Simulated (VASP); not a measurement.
A run of VASP 6.6.1 is set up as follows.

The input INCAR:

```
SYSTEM = NaI
PREC = Accurate ; ENCUT = 500
EDIFF = 1E-6 ; ISMEAR = 0
SIGMA = 0.01 ; LREAL = .False.
LASPH = .True. ; NELM = 120
ALGO = Normal ; ISIF = 2
LWAVE = .False. ; LCHARG = .True.
GGA = PE ; LELF = .True.
LVHAR = .True. ; NBANDS = 14
GGA_COMPAT = .False.
```

KPOINTS

```
regular mesh
0
Gamma
  2 2 2
  0 0 0
```

The input POSCAR:

```
NaI
1.0
    0.0000000000      2.7253065100      2.7253065100
    2.7253065100      0.0000000000      2.7253065100
    2.7253065100      2.7253065100      0.0000000000
Na I
1 1
Direct
    0.0000000000      0.0000000000      0.0000000000
    0.5000000000      0.5000000000      0.5000000000
```

Potentials or basis: VASP PAW PBE potentials, release 64 (Na_pv, I).

Run with:

```sh
$ cat potpaw_PBE.64/Na_pv/POTCAR potpaw_PBE.64/I/POTCAR > POTCAR
$ mpirun -np 1 vasp_std > vasp.out
```

(1) What does it give for the band gap on the k mesh?

(2) What does it give for the pressure?

## Answers

(1) 3.77 eV, indirect (least direct gap 5.60 eV).

(2) 38.5 GPa.

Caveat: the k points lie up to 1.00 Å⁻¹ apart; spin-orbit coupling is left out, which moves the levels of the heavy elements.
